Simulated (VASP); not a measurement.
# MgO (I4/mmm) in VASP: notebook

MgO is run at these levels: PBE; tasks: single point.

Everything below comes from runs of VASP 6.6.1. Logs are shortened: lines on timing, memory, paths and dates and some standing lists are left out, and cuts for length are marked.

## (1) The cell of the first run

The structure is tetragonal, space group I4/mmm (No. 139). The conventional cell has a = 3.020 Å, b = 3.020 Å, c = 4.142 Å, α = 90.00°, β = 90.00°, γ = 90.00°. Mg (site symmetry 4/mmm) has 6 O at 2.07 to 2.14 Å within 2.7 Å. O (site symmetry 4/mmm) has 6 Mg at 2.07 to 2.14 Å within 2.7 Å.

## (2) Single point, PBE (strain -0.0300 x Voigt [1, 0, 0, 0, 0, 0])

Contents of INCAR:

```
SYSTEM = MgO
PREC = Accurate ; ENCUT = 520
EDIFF = 1E-7 ; ISMEAR = 0
SIGMA = 0.05 ; LREAL = .FALSE.
LASPH = .TRUE. ; NELM = 100
ALGO = Normal ; ISIF = 2
LWAVE = .FALSE. ; LCHARG = .TRUE.
GGA = PE ; LELF = .TRUE.
LVHAR = .TRUE. ; NBANDS = 11
```

Contents of KPOINTS:

```
regular mesh
0
G
  10 10 10
  0 0 0
```

Contents of POSCAR:

```
MgO
1.0
    0.0000000000      2.1351500000      2.1351500000
    2.0710955000      0.0000000000      2.1351500000
    2.0710955000      2.1351500000      0.0000000000
Mg O
1 1
Direct
    0.0000000000      0.0000000000      0.0000000000
    0.5000000000      0.5000000000      0.5000000000
```

Potentials or basis: VASP PAW PBE potentials, release 64 (Mg, O).

Started as:

```bash
> cat potpaw_PBE.64/Mg/POTCAR potpaw_PBE.64/O/POTCAR > POTCAR
> mpirun -np 1 vasp_std > vasp.out
```

OUTCAR:

```text
SYSTEM = MgO
   PREC = Accurate
   ENCUT = 520
   EDIFF = 1E-7
   ISMEAR = 0
   LREAL = .FALSE.
   LASPH = .TRUE.
   NELM = 100
   ISIF = 2
   GGA = PE

 ion  position               nearest neighbor table
   1  0.000  0.000  0.000-   2 2.07   2 2.07   2 2.14   2 2.14   2 2.14   2 2.14
   2  0.500  0.500  0.500-   1 2.07   1 2.07   1 2.14   1 2.14   1 2.14   1 2.14

  LATTYP: Found a body centered tetragonal cell.
 ALAT       =     3.0195580877
 C/A-ratio  =     1.3717871555

  Lattice vectors:

 A1 = (  -2.0710955000,   0.0000000000,  -2.1351500000)
 A2 = (  -2.0710955000,   0.0000000000,   2.1351500000)
 A3 = (   2.0710955000,   2.1351500000,   0.0000000000)

Analysis of symmetry for initial positions (statically):
=====================================================================
 Subroutine PRICEL returns:
 Original cell was already a primitive cell.

 Routine SETGRP: Setting up the symmetry group for a
 body centered tetragonal supercell.

 Subroutine GETGRP returns: Found 16 space group operations
 (whereof 16 operations were pure point group operations)
 out of a pool of 16 trial point group operations.

The static configuration has the point symmetry D_4h.

Analysis of symmetry for dynamics (positions and initial velocities):
=====================================================================
 Subroutine PRICEL returns:
 Original cell was already a primitive cell.

 Routine SETGRP: Setting up the symmetry group for a
 body centered tetragonal supercell.

 Subroutine GETGRP returns: Found 16 space group operations
 (whereof 16 operations were pure point group operations)
 out of a pool of 16 trial point group operations.

The dynamic configuration has the point symmetry D_4h.

 Subroutine INISYM returns: Found 16 space group operations
 (whereof 16 operations are pure point group operations),
 and found     1 'primitive' translations

----------------------------------------------------------------------------------------

                                     Primitive cell

  volume of cell :      18.8837

  direct lattice vectors                    reciprocal lattice vectors
     0.000000000  2.135150000  2.135150000    -0.241418129  0.234175585  0.234175585
     2.071095500  0.000000000  2.135150000     0.241418129 -0.234175585  0.234175585
     2.071095500  2.135150000  0.000000000     0.241418129  0.234175585 -0.234175585

  length of vectors
     3.019558088  2.974609570  2.974609570     0.409828161  0.409828161  0.409828161

  position of ions in fractional coordinates (direct lattice)
     0.000000000  0.000000000  0.000000000
     0.500000000  0.500000000  0.500000000

  ion indices of the primitive-cell ions
   primitive index   ion index
                 1           1
                 2           2

----------------------------------------------------------------------------------------

 KPOINTS: regular mesh

Automatic generation of k-mesh.
 Grid dimensions read from file:
 generate k-points for:   10   10   10

 Generating k-lattice:

  Cartesian coordinates                     Fractional coordinates (reciprocal lattice)
    -0.024141813  0.023417558  0.023417558     0.100000000  0.000000000  0.000000000
     0.024141813 -0.023417558  0.023417558     0.000000000  0.100000000  0.000000000
     0.024141813  0.023417558 -0.023417558     0.000000000  0.000000000  0.100000000

  Length of vectors
     0.040982816  0.040982816  0.040982816

  Shift w.r.t. Gamma in fractional coordinates (k-lattice)
     0.000000000  0.000000000  0.000000000

 Subroutine IBZKPT returns following result:
 ===========================================

 Found    102 irreducible k-points:

 Following reciprocal coordinates:
            Coordinates               Weight
  0.000000  0.000000  0.000000      1.000000
  0.100000  0.000000  0.000000      8.000000
  0.200000  0.000000  0.000000      8.000000
  0.300000  0.000000  0.000000      8.000000
  0.400000  0.000000  0.000000      8.000000
  0.500000  0.000000  0.000000      4.000000
[... 16 lines left out ...]
  0.300000  0.300000  0.000000      4.000000
  0.400000  0.300000  0.000000     16.000000
 [... further k-points ...]
   k-points           NKPTS =    102   k-points in BZ     NKDIM =    102   number of bands    NBANDS=     11
   number of dos      NEDOS =    301   number of ions     NIONS =      2
   total plane-waves  NPLWV =  13824
   dimension x,y,z NGX =    24 NGY =   24 NGZ =   24
   dimension x,y,z NGXF=    48 NGYF=   48 NGZF=   48
   ions per type =               1   1
   NGX,Y,Z   is equivalent  to a cutoff of  13.21, 13.41, 13.41 a.u.
   NGXF,Y,Z  is equivalent  to a cutoff of  26.43, 26.83, 26.83 a.u.
 SYSTEM =  MgO
   PREC   = accura    normal or accurate (medium, high low for compatibility)
   ISTART =      0    job   : 0-new  1-cont  2-samecut
   ICHARG =      2    charge: 1-file 2-atom 10-const
   ISPIN  =      1    spin polarized calculation?
   LNONCOLLINEAR =      F non collinear calculations
   LSORBIT =      F    spin-orbit coupling
   LASPH  =      T    aspherical Exc in radial PAW
   ENCUT  =  520.0 eV  38.22 Ry    6.18 a.u.   5.61  5.53  5.53*2*pi/ulx,y,z
   NELM   =    100;   NELMIN=  2; NELMDL= -5     # of ELM steps
   EDIFF  = 0.1E-06   stopping-criterion for ELM
   LREAL  =      F    real-space projection
   EDIFFG = 0.1E-05   stopping-criterion for IOM
   NSW    =      0    number of steps for IOM
   IBRION =     -1    ionic relax: 0-MD 1-quasi-New 2-CG
   NFREE  =      0    steps in history (QN), initial steepest desc. (CG)
   ISIF   =      2    stress and relaxation
   ISYM   =      2    0-nonsym 1-usesym 2-fastsym
   POTIM  = 0.5000    time-step for ionic-motion
   TEBEG  =    0.0;   TEEND  =   0.0 temperature during run
   PSTRESS=    0.0 pullay stress
   NELECT =       8.0000    total number of electrons
   NUPDOWN=      -1.0000    fix difference up-down
   EMIN   =  10.00;   EMAX   =-10.00  energy-range for DOS
   EFERMI =   0.00;   METHOD = LEGACY
   ISMEAR =     0;   SIGMA  =   0.05  broadening in eV -4-tet -1-fermi 0-gaus
   EFERMI_NEDOS =   21; number of points for ismear=-14 and -15
   IALGO  =     38    algorithm
   IMIX   =      4    mixing-type and parameters
     AMIX     =   0.40;   BMIX     =  1.00
     AMIX_MAG =   1.60;   BMIX_MAG =  1.00
  volume/ion in A,a.u.               =       9.44        63.72
  Fermi-wavevector in a.u.,A,eV,Ry     =   1.229540  2.323493 20.568848  1.511768
  Thomas-Fermi vector in A             =   2.364423
   LORBIT       =      0    0 simple, 1 ext, 2 COOP (PROOUT), +10 PAW based schemes
   GGA     = PE    functional components
   LHFCALC =     F    Hartree Fock is set to
   AEXX    =    0.0000 exact exchange contribution
   IVDW    =     0    specifies the selected vdW correction
   LEPSILON=     F    determine dielectric tensor
   LRPA    =     F    only Hartree local field effects (RPA)
 non-spin polarized calculation
 Gauss-broadening in eV      SIGMA  =   0.05
  energy-cutoff  :      520.00
  volume of cell :       18.88
 maximum number of plane-waves:       531
   NGX = 11   NGY = 11   NGZ = 11

 number of electron       8.0000004 magnetization

 Free energy of the ion-electron system (eV)
  ---------------------------------------------------
  ext. energy  EPLUGINS =         0.00000000
  ---------------------------------------------------
  free energy    TOTEN  =       -11.90212270 eV

  energy without entropy =      -11.90212270  energy(sigma->0) =      -11.90212270

 E-fermi :   3.4131     XC(G=0): -11.0264

 val. band max:        3.1285162131   @ k =   0.0000   0.0000   0.0000
 cond. band min:       7.7223462529   @ k =   0.0000   0.0000   0.0000
 fundamental gap:      4.5938300399
 Fermi energy:         3.4130988072

 k-point     1 :       0.0000    0.0000    0.0000
  band No.  band energies     occupation
      1     -14.1046      2.00000
      2       3.0567      2.00000
      3       3.1285      2.00000
      4       3.1285      2.00000
      5       7.7223      0.00000
      6      18.7506      0.00000
      7      18.7506      0.00000
      8      19.0664      0.00000
      9      22.7463      0.00000
     10      24.0042      0.00000
     11      25.0105      0.00000

 k-point     2 :       0.1000    0.0000    0.0000
  band No.  band energies     occupation
      1     -14.0008      2.00000
      2       2.4526      2.00000
      3       3.0225      2.00000
      4       3.0561      2.00000
      5       8.3523      0.00000
      6      17.6033      0.00000
      7      18.9765      0.00000
      8      19.2050      0.00000
      9      23.3268      0.00000
     10      24.1479      0.00000
     11      24.4171      0.00000

 k-point     3 :       0.2000    0.0000    0.0000
  band No.  band energies     occupation
      1     -13.7155      2.00000
      2       1.1445      2.00000
      3       2.8673      2.00000
      4       2.8732      2.00000
      5       9.5498      0.00000
      6      16.0870      0.00000
      7      19.3811      0.00000
      8      19.7294      0.00000
      9      22.7570      0.00000
     10      23.3585      0.00000
     11      25.2336      0.00000

 k-point     4 :       0.3000    0.0000    0.0000
  band No.  band energies     occupation
      1     -13.3311      2.00000
      2      -0.1604      2.00000
      3       2.6588      2.00000
      4       2.6853      2.00000
      5      10.4975      0.00000
      6      15.3732      0.00000
      7      19.3659      0.00000
      8      19.9466      0.00000
      9      23.3547      0.00000
     10      23.6321      0.00000
     11      24.6454      0.00000
[... 239 lines left out ...]
 k-point    22 :      -0.2000    0.2000   -0.0000
  band No.  band energies     occupation
      1     -13.2090      2.00000
      2      -0.0052      2.00000
      3       1.7996      2.00000
      4       2.6745      2.00000
      5      11.4395      0.00000
      6      14.8782      0.00000
      7      18.0867      0.00000
      8      20.9697      0.00000
      9      21.5820      0.00000
     10      24.3526      0.00000
     11      27.5433      0.00000

 k-point    23 :       0.3000    0.3000    0.0000
  band No.  band energies     occupation
      1     -13.1545      2.00000
      2      -0.0195      2.00000
      3       2.1296      2.00000
      4       2.2857      2.00000
      5      11.8373      0.00000
      6      13.6021      0.00000
      7      17.2551      0.00000
      8      20.8501      0.00000
      9      21.1795      0.00000
     10      27.2671      0.00000
     11      30.1056      0.00000

 k-point    24 :       0.4000    0.3000    0.0000
  band No.  band energies     occupation
      1     -12.9136      2.00000
      2      -0.4427      2.00000
      3       1.8177      2.00000
      4       2.0907      2.00000
      5      12.5803      0.00000
      6      13.3384      0.00000
      7      16.4588      0.00000
      8      21.1269      0.00000
      9      21.5795      0.00000
     10      27.9391      0.00000
     11      29.7568      0.00000

 [... further k-points ...]
[... 5 lines left out ...]
  --------------------------------------------------------------------------------------
  -------------------------------------------------------------------------------------
  Total        0.7984388      0.0392893      0.0392893      0.0000000      0.0000000      0.0000000
  in kB       67.7431390      3.3334776      3.3334776      0.0000000      0.0000000      0.0000000
  external PRESSURE =      24.8033648 kB  Pullay stress =       0.0000000 kB

 VOLUME and BASIS-vectors are now :
 -----------------------------------------------------------------------------
  energy-cutoff  :      520.00
  volume of cell :       18.88
      direct lattice vectors                 reciprocal lattice vectors
     0.000000000  2.135150000  2.135150000    -0.241418129  0.234175585  0.234175585
     2.071095500  0.000000000  2.135150000     0.241418129 -0.234175585  0.234175585
     2.071095500  2.135150000  0.000000000     0.241418129  0.234175585 -0.234175585

 POSITION                                       TOTAL-FORCE (eV/Angst)
 -----------------------------------------------------------------------------------
      0.00000      0.00000      0.00000         0.000000     -0.000000     -0.000000
      2.07110      2.13515      2.13515         0.000000      0.000000      0.000000
 -----------------------------------------------------------------------------------
    total drift:                               -0.000000     -0.000000      0.000000

  FREE ENERGIE OF THE ION-ELECTRON SYSTEM (eV)
  ---------------------------------------------------
  free  energy   TOTEN  =       -11.9021226987 eV

  energy  without entropy=      -11.9021226987  energy(sigma->0) =      -11.90212270
```

Run time: 10 s. Hardware: 1 thread of Intel Xeon Platinum 8488C (Sapphire Rapids), shared host; peak memory 0.15 GiB.

What came out:

- Free energy: -11.9021 eV
- Pressure: 2.5 GPa
- Band gap on the k mesh: 4.59 eV, direct

Levels at points of the mesh, in eV from the valence-band top:
| k point | band 1 | band 2 | band 3 | band 4 | band 5 | band 6 | band 7 | band 8 | band 9 |
| --- | --- | --- | --- | --- | --- | --- | --- | --- | --- |
| (0.00, 0.00, 0.00) | -17.23 | -0.07 | 0.00 | 0.00 | 4.59 | 15.62 | 15.62 | 15.94 | 19.62 |
| (0.50, 0.00, 0.00) | -15.98 | -4.59 | -0.70 | -0.64 | 7.80 | 12.45 | 15.84 | 16.55 | 20.70 |
| (0.50, 0.50, 0.00) | -15.75 | -4.10 | -1.41 | -1.22 | 9.20 | 9.85 | 12.83 | 18.62 | 19.21 |
| (0.00, 0.50, 0.50) | -15.67 | -3.99 | -1.44 | -1.44 | 8.88 | 9.82 | 13.23 | 18.55 | 18.55 |

Caveat: the cell differs from its parent crystal (strain -0.0300 x Voigt [1, 0, 0, 0, 0, 0]).

## (3) Single point, PBE (strain -0.0150 x Voigt [1, 0, 0, 0, 0, 0])

Contents of INCAR:

```
SYSTEM = MgO
PREC = Accurate
ENCUT = 520
EDIFF = 1E-6
ISMEAR = 0
SIGMA = 0.05
LREAL = .False.
LASPH = .True.
NELM = 60
ALGO = Normal
ISIF = 2
LWAVE = .False.
LCHARG = .False.
GGA = PE
NBANDS = 11
```

Contents of KPOINTS:

```
regular mesh
0
Gamma
  10 10 10
  0 0 0
```

Contents of POSCAR:

```
MgO
1.0
    0.0000000000      2.1351500000      2.1351500000
    2.1031227500      0.0000000000      2.1351500000
    2.1031227500      2.1351500000      0.0000000000
Mg O
1 1
Direct
    0.0000000000      0.0000000000      0.0000000000
    0.5000000000      0.5000000000      0.5000000000
```

Potentials or basis: VASP PAW PBE potentials, release 64 (Mg, O).

Started as:

```bash
> cat potpaw_PBE.64/Mg/POTCAR potpaw_PBE.64/O/POTCAR > POTCAR
> mpirun -np 1 vasp_std > vasp.out
```

It took 12 s on 1 thread of Intel Xeon Platinum 8488C (Sapphire Rapids), shared host; peak memory 0.15 GiB.

The run converged. Its results:

* Free energy: -11.9101 eV
* Pressure: -0.2 GPa
* Band gap on the k mesh: 4.46 eV, direct

Stress tensor (GPa, compression positive):
```
 1.74  0.00  0.00
 0.00 -1.10  0.00
 0.00  0.00 -1.10
```

Levels at points of the mesh, in eV from the valence-band top:
| k point | band 1 | band 2 | band 3 | band 4 | band 5 | band 6 | band 7 | band 8 | band 9 |
| --- | --- | --- | --- | --- | --- | --- | --- | --- | --- |
| (0.00, 0.00, 0.00) | -17.14 | -0.04 | 0.00 | 0.00 | 4.46 | 15.59 | 15.59 | 15.75 | 19.49 |
| (0.50, 0.00, 0.00) | -15.92 | -4.51 | -0.65 | -0.62 | 7.72 | 12.30 | 15.87 | 16.21 | 20.49 |
| (0.50, 0.50, 0.00) | -15.69 | -4.01 | -1.35 | -1.26 | 9.13 | 9.68 | 12.75 | 18.48 | 18.77 |
| (0.00, 0.50, 0.50) | -15.65 | -3.95 | -1.36 | -1.36 | 8.97 | 9.67 | 12.95 | 18.45 | 18.45 |

Caveat: the cell differs from its parent crystal (strain -0.0150 x Voigt [1, 0, 0, 0, 0, 0]).
